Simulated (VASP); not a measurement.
CO2, 12 atoms in the cell. Symmetry: Pa-3, No. 205, cubic system. The conventional cell has a = 5.620 Å, b = 5.620 Å, c = 5.620 Å, α = 90.00°, β = 90.00°, γ = 90.00°. Within 2.2 Å of C (site symmetry -3) lie 2 O at 1.63 Å. O (site symmetry 3) has 1 C at 1.63 Å within 2.2 Å. 

- Program: VASP 6.6.1
- Task: relaxation of the atoms
- Functional: PBE
- Potentials or basis: VASP PAW PBE potentials, release 64 (C, O)
- Cutoff: 520 eV
- k mesh: 5 × 5 × 5
- Occupations: fermi-dirac, width 0.01 eV
- Spin: no spin polarisation
- Dipole correction: no
- Further INCAR settings: ALGO = Normal; EDIFF = 1e-06; IBRION = 2; EDIFFG = -0.02; NSW = 80

Potentials or basis: VASP PAW PBE potentials, release 64 (C, O).

Command:

```sh
$ cat potpaw_PBE.64/C/POTCAR potpaw_PBE.64/O/POTCAR > POTCAR
$ mpirun -np 1 vasp_std > vasp.out
```

Hardware: 1 thread of AMD EPYC 7R43 64-Core Processor (Zen 3), with other jobs on the host.

Problem. Estimate the wall time of this run.

Solution. Wall time 4 min on 1 thread of AMD EPYC 7R43 64-Core Processor (Zen 3) (shared host), peak memory 0.24 GiB. Counts: scf iterations 40, k points 11, ion steps 4.
